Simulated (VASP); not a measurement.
## Pt: single point with HSE06

Crystal: Pt.

```
Pt
1.0
     2.74214    0.00000    0.00000
    -1.37107    2.37476    0.00000
     0.00000    0.00000    4.75997
Pt
2
Cartesian
  0.0000 1.5832 1.1900
  1.3711 0.7916 3.5700
```

This isn't the form of Pt at room conditions, which is fcc.

```json
{"Program": "VASP 6.6.1", "Task": "single point", "Functional": "HSE06", "Potentials or basis": "VASP PAW PBE potentials, release 64 (Pt)", "Cutoff": "520 eV", "k mesh": "6 × 6 × 4", "Occupations": "fermi-dirac, width 0.05 eV", "Spin": "no spin polarisation", "Dipole correction": "no", "Grid for exact exchange (PRECFOCK)": "Normal", "Further INCAR settings": "ALGO = Normal; EDIFF = 1e-06; NBANDS = 17", "Share of exact exchange": "0.25", "Screening parameter": "0.2079 1/Å"}
```

The pressure is -4.8 GPa. The band gap on the k mesh is zero (bands 10 and 11 overlap by 1.96 eV).

Stress tensor (GPa, compression positive):
```
-4.44  0.00  0.00
 0.00 -4.44  0.00
 0.00  0.00 -5.47
```

Levels at points of the mesh, in eV from the Fermi level:
```
           k point  band 8  band 9  band 10  band 11  band 12  band 13
(0.00, 0.00, 0.00)   -2.46   -2.46    -0.60    -0.57    -0.57     5.98
(0.50, 0.00, 0.00)   -0.40    0.50     0.70     2.86     4.65     8.65
(0.00, 0.00, 0.50)   -4.05   -1.26    -1.26    -1.26    -1.26    13.48
(0.50, 0.00, 0.50)   -0.88    0.61     0.61     2.16     2.16     7.88
```

It took 63 min on 1 thread of Intel Xeon 8259CL, with other jobs on the host, peak memory 0.27 GiB.

Caveat: the k points lie up to 0.44 Å⁻¹ apart, too coarse for converged energies and pressures of a metal; the PAW data sets were made with another functional, which shifts forces and pressure a little; spin-orbit coupling is left out, which moves the levels of the heavy elements.
